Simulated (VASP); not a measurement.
# H8SO6 in VASP: further runs

H8SO6 is run at these levels: PBE+D3(BJ); tasks: single point.

Everything below comes from runs of VASP 6.6.1. Logs are shortened: lines on timing, memory, paths and dates and some standing lists are left out, and cuts for length are marked.

**1. The cell of the first run**

The cell holds an amorphous packing of atoms, 15 atoms: a = 6.465 Å, b = 5.467 Å, c = 5.814 Å, α = 90.00°, β = 90.00°, γ = 90.00°.

**2. Single point, PBE+D3(BJ)**

INCAR reads:

```
PREC = Accurate
ENCUT = 520
EDIFF = 1E-6
ISMEAR = -1
SIGMA = 0.02
LREAL = Auto
LASPH = T
NELM = 100
ALGO = Normal
ISIF = 2
LWAVE = F
LCHARG = F
GGA = PE
IVDW = 12
NBANDS = 38
```

KPOINTS reads:

```
regular mesh
0
Gamma
  1 1 1
```

POSCAR reads:

```
H8SO6
1.0
    6.4645150000      0.0000000000      0.0000000000
    0.0000000000      5.4671040000      0.0000000000
    0.0000000000      0.0000000000      5.8135520000
O H S
6 8 1
Direct
    0.7095969303      0.4683466786      0.4600457689
    0.5231792331      0.1134238529      0.6256072019
    0.0979655860      0.7276064256      0.5043560288
    0.2044700956      0.3054084941      0.1356485673
    0.8803754033      0.9202861332      0.1675051672
    0.5427011926      0.6513503310     -0.0096670676
    0.8032930545      0.5105628135      0.5833954870
    0.5534831306      0.4738157533      0.4790358803
    0.5594232514     -0.0539956803      0.5910500155
    0.4154217292      0.0875051947      0.7401843142
    0.0682804510      0.7672800810      0.3433873130
    0.0810269603      0.5536386357      0.4795691171
    0.3626412809      0.3027379761      0.1447823981
    0.1177969268      0.2095442121      0.2596519305
    0.6735849480      0.7820410952      0.1533313885
```

Potentials or basis: VASP PAW PBE potentials, release 64 (O, H, S).

Run with:

```bash
$ cat potpaw_PBE.64/O/POTCAR potpaw_PBE.64/H/POTCAR potpaw_PBE.64/S/POTCAR > POTCAR
$ mpirun -np 1 vasp_gam > vasp.out
```

OUTCAR:

```text
PREC = Accurate
   ENCUT = 520
   EDIFF = 1E-6
   ISMEAR = -1
   LREAL = Auto
   LASPH = T
   NELM = 100
   ISIF = 2
   GGA = PE
   IVDW = 12
 IVDW          = 12

 ion  position               nearest neighbor table
   1  0.710  0.468  0.460-   7 0.97   8 1.02
   2  0.523  0.113  0.626-   9 0.97  10 0.97
   3  0.098  0.728  0.504-  12 0.97  11 0.98
   4  0.204  0.305  0.136-  13 1.02  14 1.05
   5  0.880  0.920  0.168-  15 1.54
   6  0.543  0.651  0.990-  15 1.46
   7  0.803  0.511  0.583-   1 0.97
   8  0.553  0.474  0.479-   1 1.02
   9  0.559  0.946  0.591-   2 0.97
  10  0.415  0.088  0.740-   2 0.97
  11  0.068  0.767  0.343-   3 0.98
  12  0.081  0.554  0.480-   3 0.97
  13  0.363  0.303  0.145-   4 1.02
  14  0.118  0.210  0.260-   4 1.05
  15  0.674  0.782  0.153-   6 1.46   5 1.54

  LATTYP: Found a simple orthorhombic cell.
 ALAT       =     5.4671040000
 B/A-ratio  =     1.0633695646
 C/A-ratio  =     1.1824386366

  Lattice vectors:

 A1 = (   0.0000000000,   5.4671040000,   0.0000000000)
 A2 = (   0.0000000000,   0.0000000000,   5.8135520000)
 A3 = (   6.4645150000,   0.0000000000,   0.0000000000)

Analysis of symmetry for initial positions (statically):
=====================================================================
 Subroutine PRICEL returns:
 Original cell was already a primitive cell.

 Routine SETGRP: Setting up the symmetry group for a
 simple orthorhombic supercell.

 Subroutine GETGRP returns: Found  1 space group operations
 (whereof  1 operations were pure point group operations)
 out of a pool of  8 trial point group operations.

The static configuration has the point symmetry C_1 .

Analysis of symmetry for dynamics (positions and initial velocities):
=====================================================================
 Subroutine PRICEL returns:
 Original cell was already a primitive cell.

 Routine SETGRP: Setting up the symmetry group for a
 simple orthorhombic supercell.

 Subroutine GETGRP returns: Found  1 space group operations
 (whereof  1 operations were pure point group operations)
 out of a pool of  8 trial point group operations.

The dynamic configuration has the point symmetry C_1 .

 Subroutine INISYM returns: Found  1 space group operations
 (whereof  1 operations are pure point group operations),
 and found     1 'primitive' translations

----------------------------------------------------------------------------------------

                                     Primitive cell

  volume of cell :     205.4636

  direct lattice vectors                    reciprocal lattice vectors
     6.464515000  0.000000000  0.000000000     0.154690646  0.000000000  0.000000000
     0.000000000  5.467104000  0.000000000     0.000000000  0.182912196  0.000000000
     0.000000000  0.000000000  5.813552000     0.000000000  0.000000000  0.172011878

  length of vectors
     6.464515000  5.467104000  5.813552000     0.154690646  0.182912196  0.172011878

  position of ions in fractional coordinates (direct lattice)
     0.709596930  0.468346679  0.460045769
     0.523179233  0.113423853  0.625607202
     0.097965586  0.727606426  0.504356029
     0.204470096  0.305408494  0.135648567
     0.880375403  0.920286133  0.167505167
     0.542701193  0.651350331  0.990332932
     0.803293055  0.510562814  0.583395487
     0.553483131  0.473815753  0.479035880
     0.559423251  0.946004320  0.591050016
     0.415421729  0.087505195  0.740184314
     0.068280451  0.767280081  0.343387313
     0.081026960  0.553638636  0.479569117
     0.362641281  0.302737976  0.144782398
     0.117796927  0.209544212  0.259651930
     0.673584948  0.782041095  0.153331388

  ion indices of the primitive-cell ions
   primitive index   ion index
                 1           1
                 2           2
                 3           3
                 4           4
                 5           5
                 6           6
                 7           7
                 8           8
                 9           9
                10          10
                11          11
                12          12
                13          13
                14          14
                15          15

----------------------------------------------------------------------------------------

 KPOINTS: regular mesh

Automatic generation of k-mesh.
 Grid dimensions read from file:
 generate k-points for:    1    1    1

 Generating k-lattice:

  Cartesian coordinates                     Fractional coordinates (reciprocal lattice)
     0.154690646  0.000000000  0.000000000     1.000000000  0.000000000  0.000000000
     0.000000000  0.182912196  0.000000000     0.000000000  1.000000000  0.000000000
     0.000000000  0.000000000  0.172011878     0.000000000  0.000000000  1.000000000

  Length of vectors
     0.154690646  0.182912196  0.172011878

  Shift w.r.t. Gamma in fractional coordinates (k-lattice)
     0.000000000  0.000000000  0.000000000

 Subroutine IBZKPT returns following result:
 ===========================================

 Found      1 irreducible k-points:

 Following reciprocal coordinates:
            Coordinates               Weight
  0.000000  0.000000  0.000000      1.000000
   k-points           NKPTS =      1   k-points in BZ     NKDIM =      1   number of bands    NBANDS=     38
   number of dos      NEDOS =    301   number of ions     NIONS =     15
   total plane-waves  NPLWV =  96768
   dimension x,y,z NGX =    48 NGY =   42 NGZ =   48
   dimension x,y,z NGXF=    96 NGYF=   84 NGZF=   96
   ions per type =               6   8   1
   NGX,Y,Z   is equivalent  to a cutoff of  12.34, 12.77, 13.73 a.u.
   NGXF,Y,Z  is equivalent  to a cutoff of  24.69, 25.54, 27.45 a.u.
 SYSTEM =  unknown system
   PREC   = accura    normal or accurate (medium, high low for compatibility)
   ISTART =      0    job   : 0-new  1-cont  2-samecut
   ICHARG =      2    charge: 1-file 2-atom 10-const
   ISPIN  =      1    spin polarized calculation?
   LNONCOLLINEAR =      F non collinear calculations
   LSORBIT =      F    spin-orbit coupling
   LASPH  =      T    aspherical Exc in radial PAW
   ENCUT  =  520.0 eV  38.22 Ry    6.18 a.u.  12.02 10.17 10.81*2*pi/ulx,y,z
   NELM   =    100;   NELMIN=  2; NELMDL= -5     # of ELM steps
   EDIFF  = 0.1E-05   stopping-criterion for ELM
   LREAL  =      T    real-space projection
   EDIFFG = 0.1E-04   stopping-criterion for IOM
   NSW    =      0    number of steps for IOM
   IBRION =     -1    ionic relax: 0-MD 1-quasi-New 2-CG
   NFREE  =      0    steps in history (QN), initial steepest desc. (CG)
   ISIF   =      2    stress and relaxation
   ISYM   =      2    0-nonsym 1-usesym 2-fastsym
   POTIM  = 0.5000    time-step for ionic-motion
   TEBEG  =    0.0;   TEEND  =   0.0 temperature during run
   PSTRESS=    0.0 pullay stress
   NELECT =      50.0000    total number of electrons
   NUPDOWN=      -1.0000    fix difference up-down
   EMIN   =  10.00;   EMAX   =-10.00  energy-range for DOS
   EFERMI =   0.00;   METHOD = LEGACY
   ISMEAR =    -1;   SIGMA  =   0.02  broadening in eV -4-tet -1-fermi 0-gaus
   EFERMI_NEDOS =   21; number of points for ismear=-14 and -15
   IALGO  =     38    algorithm
   IMIX   =      4    mixing-type and parameters
     AMIX     =   0.40;   BMIX     =  1.00
     AMIX_MAG =   1.60;   BMIX_MAG =  1.00
  volume/ion in A,a.u.               =      13.70        92.44
  Fermi-wavevector in a.u.,A,eV,Ry     =   1.022084  1.931459 14.213401  1.044656
  Thomas-Fermi vector in A             =   2.155744
   LORBIT       =      0    0 simple, 1 ext, 2 COOP (PROOUT), +10 PAW based schemes
   GGA     = PE    functional components
   LHFCALC =     F    Hartree Fock is set to
   AEXX    =    0.0000 exact exchange contribution
   IVDW    =    12    specifies the selected vdW correction
   LEPSILON=     F    determine dielectric tensor
   LRPA    =     F    only Hartree local field effects (RPA)
 non-spin polarized calculation
  energy-cutoff  :      520.00
  volume of cell :      205.46
 maximum number of plane-waves:      2741
   NGX = 25   NGY = 21   NGZ = 21

 number of electron      49.9999993 magnetization

 Free energy of the ion-electron system (eV)
  ---------------------------------------------------
  ext. energy  EPLUGINS =         0.00000000
  ---------------------------------------------------
  free energy    TOTEN  =       -72.79178464 eV

  energy without entropy =      -72.79178464  energy(sigma->0) =      -72.79178464

 E-fermi :  -2.6306     XC(G=0):  -6.5804

 val. band max:       -3.1985285213   @ k =   0.0000   0.0000   0.0000
 cond. band min:      -0.7113707815   @ k =   0.0000   0.0000   0.0000
 fundamental gap:      2.4871577398
 Fermi energy:        -2.6305819006

 k-point     1 :       0.0000    0.0000    0.0000
  band No.  band energies     occupation
      1     -24.6956      2.00000
      2     -22.6049      2.00000
      3     -22.2689      2.00000
      4     -21.8156      2.00000
      5     -21.7404      2.00000
      6     -20.9002      2.00000
[... 29 lines left out ...]
     36       7.2873      0.00000
     37       7.6644      0.00000
 [bands above 37 left out]

------------------------ aborting loop because EDIFF is reached ----------------------------------------

 Edisp (eV)   -0.59135

 E8    (eV) :    -0.1400

  FORCE on cell =-STRESS in cart. coord.  units (eV):
  Direction    XX          YY          ZZ          XY          YZ          ZX
  --------------------------------------------------------------------------------------
  -------------------------------------------------------------------------------------
  Total      -9.93484     0.56858     0.52005    -3.22983    -0.57487     0.03956
  in kB     -77.47055     4.43370     4.05529   -25.18576    -4.48272     0.30849
  external pressure =      -22.99 kB  Pullay stress =        0.00 kB

 VOLUME and BASIS-vectors are now :
 -----------------------------------------------------------------------------
  energy-cutoff  :      520.00
  volume of cell :      205.46
      direct lattice vectors                 reciprocal lattice vectors
     6.464515000  0.000000000  0.000000000     0.154690646  0.000000000  0.000000000
     0.000000000  5.467104000  0.000000000     0.000000000  0.182912196  0.000000000
     0.000000000  0.000000000  5.813552000     0.000000000  0.000000000  0.172011878

 POSITION                                       TOTAL-FORCE (eV/Angst)
 -----------------------------------------------------------------------------------
      4.58720      2.56050      2.67450        -1.082820      0.095037     -2.060828
      3.38210      0.62010      3.63700        -0.614420     -0.170387      0.609206
      0.63330      3.97790      2.93210         0.093346     -0.341996     -0.145379
      1.32180      1.66970      0.78860        -0.183484     -0.638378      1.184509
      5.69120      5.03130      0.97380        -2.418963     -2.072791     -2.039391
      3.50830      3.56100      5.75735         1.590167     -0.165929     -1.347576
      5.19290      2.79130      3.39160        -0.758296      0.430272      0.809934
      3.57800      2.59040      2.78490         2.142199     -0.262232      0.993612
      3.61640      5.17190      3.43610         0.253001     -0.360363     -0.333906
      2.68550      0.47840      4.30310        -0.292542      0.129640      0.099199
      0.44140      4.19480      1.99630         0.096586      0.808845     -0.007462
      0.52380      3.02680      2.78800         0.514905     -0.661720      0.495471
      2.34430      1.65510      0.84170        -2.322010     -0.497269      0.710871
      0.76150      1.14560      1.50950         2.521483      1.046170     -1.945177
      4.35440      4.27550      0.89140         0.460849      2.661101      2.976918
 -----------------------------------------------------------------------------------
    total drift:                                0.003570      0.002435      0.005535

  FREE ENERGIE OF THE ION-ELECTRON SYSTEM (eV)
  ---------------------------------------------------
  free  energy   TOTEN  =       -73.3831329897 eV

  energy  without entropy=      -73.3831329897  energy(sigma->0) =      -73.38313299
```

Wall time 18 s (1 thread of Intel Xeon Platinum 8488C (Sapphire Rapids), shared host); peak memory 0.27 GiB.

What came out:

```
Free energy                : -73.3831 eV
Pressure                   : -2.3 GPa
Largest force              : 4.019 eV/Å
Band gap on the k mesh     : 2.49 eV
Dispersion energy per atom : -0.039 eV
```

Forces in eV/Å, atoms in the order of the input:
```
O   -1.083  0.095 -2.061
O   -0.614 -0.170  0.609
O    0.093 -0.342 -0.145
O   -0.183 -0.638  1.185
O   -2.419 -2.073 -2.039
O    1.590 -0.166 -1.348
H   -0.758  0.430  0.810
H    2.142 -0.262  0.994
H    0.253 -0.360 -0.334
H   -0.293  0.130  0.099
H    0.097  0.809 -0.007
H    0.515 -0.662  0.495
H   -2.322 -0.497  0.711
H    2.521  1.046 -1.945
S    0.461  2.661  2.977
```

Levels at points of the mesh, in eV from the valence-band top:
```tsv
k point	band 21	band 22	band 23	band 24	band 25	band 26	band 27	band 28	band 29	band 30
(0.00, 0.00, 0.00)	-1.29	-0.70	-0.46	-0.39	0.00	2.49	3.87	5.03	7.45	7.73
```

Caveat: the k points lie up to 1.15 Å⁻¹ apart.

(Part 1 of 2 ends here.)
